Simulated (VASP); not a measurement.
# KPt (P-6m2) in VASP: further runs

KPt is run at these levels: r2SCAN; tasks: relaxation of cell and atoms.

Program: VASP 6.6.1. These are calculated values, not measurements. Logs are shortened: lines on timing, memory, paths and dates and some standing lists are left out, and cuts for length are marked.

## (1) The cell of the first run

The structure is hexagonal, space group P-6m2 (No. 187). The conventional cell has a = 3.001 Å, b = 3.001 Å, c = 5.346 Å, α = 90.00°, β = 90.00°, γ = 120.00°. Within 4.0 Å of Pt (site symmetry -6m2) lie 6 Pt at 3.00 Å and 6 K at 3.19 Å. Within 4.0 Å of K (site symmetry -6m2) lie 6 K at 3.00 Å and 6 Pt at 3.19 Å.

## (2) Relaxation of cell and atoms, r2SCAN, target pressure 20 GPa, at which the enthalpy is minimised

Input file POSCAR:

```
KPt
1.0
    3.0008472788      0.0000000000      0.0000000000
   -1.5004236394      2.5988099763      0.0000000000
    0.0000000000      0.0000000000      5.3455780000
Pt K
1 1
Direct
    0.6666666667      0.3333333333      0.0000000000
    0.0000000000      0.0000000000      0.5000000000
```

Input file INCAR.step1:

```
PREC = Accurate
ENCUT = 600
ISMEAR = -1
SIGMA = 0.05
LREAL = False
LASPH = True
NELM = 80
GGA = PE
ALGO = Normal
EDIFF = 1E-4
LWAVE = True
LCHARG = False
```

Input file INCAR.step2:

```
PREC = Accurate
ENCUT = 600
EDIFF = 1E-7
ISMEAR = -1
SIGMA = 0.05
LREAL = False
LASPH = True
NELM = 80
ALGO = Normal
ISIF = 3
LWAVE = False
LCHARG = False
METAGGA = R2SCAN
LMIXTAU = True
IBRION = 2
NSW = 60
EDIFFG = -0.01
PSTRESS = 200.0
ISTART = 1
```

Input file KPOINTS:

```
Automatic mesh
0
Gamma
  10 10 5
```

Potentials or basis: VASP PAW PBE potentials, release 64 (Pt, K_sv).

Run with:

```console
cat potpaw_PBE.64/Pt/POTCAR potpaw_PBE.64/K_sv/POTCAR > POTCAR
cp INCAR.step1 INCAR
mpirun -np 1 vasp_std > vasp.out
cp INCAR.step2 INCAR
mpirun -np 1 vasp_std > vasp.out
```

OUTCAR:

```text
PREC = Accurate
   ENCUT = 600
   EDIFF = 1E-7
   ISMEAR = -1
   LREAL = False
   LASPH = True
   NELM = 80
   ISIF = 3
   METAGGA = R2SCAN
   IBRION = 2
   NSW = 60
   EDIFFG = -0.01
   PSTRESS = 200.0
   ISTART = 1

 ion  position               nearest neighbor table
   1  0.667  0.333  0.000-   2 3.19   2 3.19   2 3.19   2 3.19   2 3.19   2 3.19
   2  0.000  0.000  0.500-   1 3.19   1 3.19   1 3.19   1 3.19   1 3.19   1 3.19

  LATTYP: Found a hexagonal cell.
 ALAT       =     3.0008472788
 C/A-ratio  =     1.7813562315

  Lattice vectors:

 A1 = (   3.0008472788,   0.0000000000,   0.0000000000)
 A2 = (  -1.5004236394,   2.5988099763,   0.0000000000)
 A3 = (   0.0000000000,   0.0000000000,   5.3455780000)

Analysis of symmetry for initial positions (statically):
=====================================================================
 Subroutine PRICEL returns:
 Original cell was already a primitive cell.

 Routine SETGRP: Setting up the symmetry group for a
 hexagonal supercell.

 Subroutine GETGRP returns: Found 12 space group operations
 (whereof 12 operations were pure point group operations)
 out of a pool of 24 trial point group operations.

The static configuration has the point symmetry D_3h.

Analysis of symmetry for dynamics (positions and initial velocities):
=====================================================================
 Subroutine PRICEL returns:
 Original cell was already a primitive cell.

 Routine SETGRP: Setting up the symmetry group for a
 hexagonal supercell.

 Subroutine GETGRP returns: Found 12 space group operations
 (whereof 12 operations were pure point group operations)
 out of a pool of 24 trial point group operations.

The dynamic configuration has the point symmetry D_3h.

 Subroutine INISYM returns: Found 12 space group operations
 (whereof 12 operations are pure point group operations),
 and found     1 'primitive' translations

----------------------------------------------------------------------------------------

                                     Primitive cell

  volume of cell :      41.6882

  direct lattice vectors                    reciprocal lattice vectors
     3.000847279  0.000000000  0.000000000     0.333239218  0.192395752  0.000000000
    -1.500423639  2.598809976  0.000000000     0.000000000  0.384791504  0.000000000
     0.000000000  0.000000000  5.345578000     0.000000000  0.000000000  0.187070509

  length of vectors
     3.000847279  3.000847279  5.345578000     0.384791504  0.384791504  0.187070509

  position of ions in fractional coordinates (direct lattice)
     0.666666667  0.333333333  0.000000000
     0.000000000  0.000000000  0.500000000

  ion indices of the primitive-cell ions
   primitive index   ion index
                 1           1
                 2           2

----------------------------------------------------------------------------------------

 KPOINTS: Automatic mesh

Automatic generation of k-mesh.
 Grid dimensions read from file:
 generate k-points for:   10   10    5

 Generating k-lattice:

  Cartesian coordinates                     Fractional coordinates (reciprocal lattice)
     0.033323922  0.019239575  0.000000000     0.100000000  0.000000000  0.000000000
     0.000000000  0.038479150  0.000000000     0.000000000  0.100000000  0.000000000
     0.000000000  0.000000000  0.037414102     0.000000000  0.000000000  0.200000000

  Length of vectors
     0.038479150  0.038479150  0.037414102

  Shift w.r.t. Gamma in fractional coordinates (k-lattice)
     0.000000000  0.000000000  0.000000000

 Subroutine IBZKPT returns following result:
 ===========================================

 Found     42 irreducible k-points:

 Following reciprocal coordinates:
            Coordinates               Weight
  0.000000  0.000000  0.000000      1.000000
  0.100000  0.000000  0.000000      6.000000
  0.200000  0.000000  0.000000      6.000000
  0.300000 -0.000000  0.000000      6.000000
  0.400000  0.000000  0.000000      6.000000
  0.500000  0.000000  0.000000      3.000000
[... 16 lines left out ...]
  0.300000  0.100000  0.200000     24.000000
  0.400000  0.100000  0.200000     24.000000
 [... further k-points ...]
   k-points           NKPTS =     42   k-points in BZ     NKDIM =     42   number of bands    NBANDS=     13
   number of dos      NEDOS =    301   number of ions     NIONS =      2
   total plane-waves  NPLWV =  27648
   dimension x,y,z NGX =    24 NGY =   24 NGZ =   48
   dimension x,y,z NGXF=    48 NGYF=   48 NGZF=   96
   ions per type =               1   1
   NGX,Y,Z   is equivalent  to a cutoff of  13.30, 13.30, 14.93 a.u.
   NGXF,Y,Z  is equivalent  to a cutoff of  26.59, 26.59, 29.86 a.u.
 SYSTEM =  unknown system
   PREC   = accura    normal or accurate (medium, high low for compatibility)
   ISTART =      1    job   : 0-new  1-cont  2-samecut
   ICHARG =      0    charge: 1-file 2-atom 10-const
   ISPIN  =      1    spin polarized calculation?
   LNONCOLLINEAR =      F non collinear calculations
   LSORBIT =      F    spin-orbit coupling
   LASPH  =      T    aspherical Exc in radial PAW
   ENCUT  =  600.0 eV  44.10 Ry    6.64 a.u.   5.99  5.99 10.68*2*pi/ulx,y,z
   NELM   =     80;   NELMIN=  2; NELMDL=  0     # of ELM steps
   EDIFF  = 0.1E-06   stopping-criterion for ELM
   LREAL  =      F    real-space projection
   EDIFFG = -.1E-01   stopping-criterion for IOM
   NSW    =     60    number of steps for IOM
   IBRION =      2    ionic relax: 0-MD 1-quasi-New 2-CG
   NFREE  =      1    steps in history (QN), initial steepest desc. (CG)
   ISIF   =      3    stress and relaxation
   ISYM   =      2    0-nonsym 1-usesym 2-fastsym
   POTIM  = 0.5000    time-step for ionic-motion
   TEBEG  =    0.0;   TEEND  =   0.0 temperature during run
   PSTRESS=  200.0 pullay stress
   NELECT =      19.0000    total number of electrons
   NUPDOWN=      -1.0000    fix difference up-down
   EMIN   =  10.00;   EMAX   =-10.00  energy-range for DOS
   EFERMI =   0.00;   METHOD = LEGACY
   ISMEAR =    -1;   SIGMA  =   0.05  broadening in eV -4-tet -1-fermi 0-gaus
   EFERMI_NEDOS =   21; number of points for ismear=-14 and -15
   IALGO  =     38    algorithm
   IMIX   =      4    mixing-type and parameters
     AMIX     =   0.40;   BMIX     =  1.00
     AMIX_MAG =   1.60;   BMIX_MAG =  1.00
  volume/ion in A,a.u.               =      20.84       140.66
  Fermi-wavevector in a.u.,A,eV,Ry     =   1.259858  2.380787 21.595748  1.587243
  Thomas-Fermi vector in A             =   2.393397
   LORBIT       =      0    0 simple, 1 ext, 2 COOP (PROOUT), +10 PAW based schemes
   METAGGA = R2SCAN    functional components
   LHFCALC =     F    Hartree Fock is set to
   AEXX    =    0.0000 exact exchange contribution
   IVDW    =     0    specifies the selected vdW correction
   LEPSILON=     F    determine dielectric tensor
   LRPA    =     F    only Hartree local field effects (RPA)
 conjugate gradient relaxation of ions
 non-spin polarized calculation
  energy-cutoff  :      600.00
  volume of cell :       41.69
 maximum number of plane-waves:      1407
 NGX is ok and might be reduce to    24
   NGX = 11   NGY = 11   NGZ = 21

--------------------------------------- Ionic step        1  -------------------------------------------

 number of electron      19.0000002 magnetization

 Free energy of the ion-electron system (eV)
  ---------------------------------------------------
  ext. energy  EPLUGINS =         0.00000000
  ---------------------------------------------------
  free energy    TOTEN  =       -57.09704188 eV

  energy without entropy =      -57.08432934  energy(sigma->0) =      -57.09068561

------------------------ aborting loop because EDIFF is reached ----------------------------------------

  FORCE on cell =-STRESS in cart. coord.  units (eV):
  Direction    XX          YY          ZZ          XY          YZ          ZX
  --------------------------------------------------------------------------------------
  -------------------------------------------------------------------------------------
  Total       -0.5811625     -0.5811625     -0.3392026      0.0000000     -0.0000000     -0.0000000
  in kB      -22.3354699    -22.3354699    -13.0363695      0.0000000     -0.0000000     -0.0000000
  external PRESSURE =    -219.2357698 kB  Pullay stress =     200.0000000 kB
[... 23 lines left out ...]
  enthalpy is  TOTEN    =       -51.8930992149 eV   P V=        5.2039426651

--------------------------------------- Ionic step        2  -------------------------------------------

 number of electron      18.9999999 magnetization

 E-fermi :  11.1936     XC(G=0): -14.0202

 val. band max:       11.1542618751   @ k =   0.3000   0.1000   0.0000
 cond. band min:      11.2272580458   @ k =   0.3000   0.1000   0.4000
 fundamental gap:      0.0729961707
 Fermi energy:        11.1935877014

 k-point     1 :       0.0000    0.0000    0.0000
  band No.  band energies     occupation
      1     -24.8832      2.00000
      2      -7.2764      2.00000
      3      -4.0573      2.00000
      4      -4.0573      2.00000
      5       0.6293      2.00000
      6       5.5254      2.00000
      7       6.3857      2.00000
      8       6.3857      2.00000
      9       9.2198      2.00000
     10       9.2198      2.00000
     11      13.6076      0.00000
     12      13.9674      0.00000
     13      16.4916      0.00000
[... 353 lines left out ...]
 k-point    24 :       0.4000    0.1000    0.2000
  band No.  band energies     occupation
      1     -23.1746      2.00000
      2      -9.3532      2.00000
      3      -6.0141      2.00000
      4      -5.7091      2.00000
      5       2.9407      2.00000
      6       4.6746      2.00000
      7       6.9925      2.00000
      8       7.7169      2.00000
      9       9.0985      2.00000
     10      11.8630      0.00000
     11      13.0823      0.00000
     12      13.9764      0.00000
     13      18.0932      0.00000

 [... further k-points ...]

------------------------ aborting loop because EDIFF is reached ----------------------------------------

  FORCE on cell =-STRESS in cart. coord.  units (eV):
  Direction    XX          YY          ZZ          XY          YZ          ZX
  --------------------------------------------------------------------------------------
  -------------------------------------------------------------------------------------
  Total       14.8201220     14.8201220     14.2489102      0.0000000      0.0000000      0.0000000
  in kB      888.0308687    888.0308687    853.8034996      0.0000000      0.0000000      0.0000000
  external PRESSURE =     676.6217457 kB  Pullay stress =     200.0000000 kB
[... 251 lines left out ...]
  enthalpy is  TOTEN    =       -52.5305613549 eV   P V=        4.2400699766

--------------------------------------- Ionic step        9  -------------------------------------------

 number of electron      19.0000000 magnetization

 Free energy of the ion-electron system (eV)
  ---------------------------------------------------
  ext. energy  EPLUGINS =         0.00000000
  ---------------------------------------------------
  free energy    TOTEN  =       -56.76285152 eV

  energy without entropy =      -56.75147535  energy(sigma->0) =      -56.75716344

 E-fermi :   7.8920     XC(G=0): -12.5085

 val. band max:        7.8508442382   @ k =   0.3000   0.1000   0.2000
 cond. band min:       7.8982083666   @ k =   0.3000   0.1000   0.4000
 fundamental gap:      0.0473641283
 Fermi energy:         7.8919565171

 k-point     1 :       0.0000    0.0000    0.0000
  band No.  band energies     occupation
      1     -27.0005      2.00000
      2      -9.4109      2.00000
      3      -7.7247      2.00000
      4      -7.7247      2.00000
      5      -0.4781      2.00000
      6       3.4069      2.00000
      7       4.4840      2.00000
      8       4.4840      2.00000
      9       6.4125      2.00000
     10       6.4125      2.00000
     11       9.7612      0.00000
     12      10.0820      0.00000
     13      13.4336      0.00000
[... 353 lines left out ...]
 k-point    24 :       0.4000    0.1000    0.2000
  band No.  band energies     occupation
      1     -26.0850      2.00000
      2     -11.0795      2.00000
      3      -8.7362      2.00000
      4      -8.6117      2.00000
      5       1.9453      2.00000
      6       3.1350      2.00000
      7       4.6711      2.00000
      8       5.4095      2.00000
      9       6.4156      2.00000
     10       8.8663      0.00000
     11       9.9515      0.00000
     12      10.6182      0.00000
     13      13.3812      0.00000

 [... further k-points ...]

------------------------ aborting loop because EDIFF is reached ----------------------------------------

  FORCE on cell =-STRESS in cart. coord.  units (eV):
  Direction    XX          YY          ZZ          XY          YZ          ZX
  --------------------------------------------------------------------------------------
  -------------------------------------------------------------------------------------
  Total        4.2351356      4.2351356      4.2365585      0.0000000      0.0000000      0.0000000
  in kB      200.1372339    200.1372339    200.2044773      0.0000000      0.0000000      0.0000000
  external PRESSURE =       0.1596484 kB  Pullay stress =     200.0000000 kB
[... 17 lines left out ...]
  FREE ENERGIE OF THE ION-ELECTRON SYSTEM (eV)
  ---------------------------------------------------
  free  energy   TOTEN  =       -56.7628515216 eV

  energy  without entropy=      -56.7514753524  energy(sigma->0) =      -56.75716344

  enthalpy is  TOTEN    =       -52.5306199887 eV   P V=        4.2322315328

 reached required accuracy - stopping structural energy minimisation
```

Run time: 12 min. Hardware: 1 thread of AMD EPYC 7R13 (Zen 3), shared host; peak memory 0.18 GiB.

Results:

* Free energy: -56.7629 eV
* Relaxed volume: 16.95 Å³/atom
* Relaxed cell: a = 2.788 Å, b = 2.788 Å, c = 5.036 Å, α = 90.00°, β = 90.00°, γ = 120.00°
* Space group after relaxing (to 0.1 Å): P-6m2 (No. 187)
* Energy change on relaxing (the run minimises the enthalpy): +167.1 meV/atom
* Ionic steps: 9
* Pressure after relaxing: 20.0 GPa
* Band gap on the k mesh: zero (an odd number of electrons rules out a gap without spin polarisation)

Step by step:
```
step  energy change (eV)  largest force (eV/Å)  pressure (GPa)  volume (Å³)
   1              0.0000                0.0000           -1.92        41.69
   2              2.4471                0.0000           87.66        26.74
   3              0.2885                0.0000           18.07        34.31
   4              0.3225                0.0000           19.43        34.01
   5              0.3402                0.0000           20.12        33.87
   6              0.3400                0.0000           20.24        33.86
   7              0.3400                0.0000           20.24        33.86
   8              0.3264                0.0000           19.70        33.97
   9              0.3342                0.0000           20.02        33.90
```

Final structure:
```xyz
2
Lattice="2.7882 0.0000 0.0000 -1.3941 2.4146 0.0000 0.0000 0.0000 5.0359" Properties=species:S:1:pos:R:3 pbc="T T T"
Pt    1.3941    0.8049    0.0000
K     0.0000    0.0000    2.5180
```

Caveat: the cell is relaxed towards a set pressure, so the run minimises the enthalpy, not the energy; the volume moved by over 15 % at a fixed basis, so the end points are rough; the PAW data sets were made with another functional, which shifts forces and pressure a little; spin-orbit coupling is left out, which moves the levels of the heavy elements.

[end of part 1 of 2]

The gap in the log of VASP goes by the Fermi energy; the results here count the filled bands.